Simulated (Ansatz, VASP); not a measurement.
**Cd2In in VASP and in Ansatz**

```
Cd In
1.0
     7.64877    0.00000    0.00000
     0.00000    7.64877    0.00000
     0.00000    0.00000    3.30562
Cd In
4 2
Cartesian
  2.0409 2.0409 0.0000
  1.7834 5.8653 1.6528
  5.6078 5.6078 0.0000
  5.8653 1.7834 1.6528
  0.0000 0.0000 0.0000
  3.8244 3.8244 1.6528
```

Alike in both runs: functional PBE; k mesh 6 × 6 × 8; occupations gaussian, width 0.1 eV; no spin polarisation.

Ansatz relaxed the structure, and its values are those at the end. VASP's run is a single point on that final structure, the one shown.

|  | VASP | Ansatz |
| --- | --- | --- |
| version | VASP 6.6.1 | Ansatz 0.2.0 |
| potentials or method | VASP PAW PBE potentials, release 64 (Cd, In_d), cutoff 520 eV | scalar-relativistic, plane waves, PAW |
| valence electrons in the cell | 74 | 106 |

```tsv
	VASP	Ansatz	Ansatz less VASP
gap on the k mesh at the Fermi level (eV)	none	none	-
pressure (GPa)	0.1	0.0	-0.09
```

A gap of «none» marks a metal or a gap that the smearing closes. VASP's potentials hold 74 valence electrons a cell and Ansatz's 106, so a difference there can come from the potentials and not from the codes.
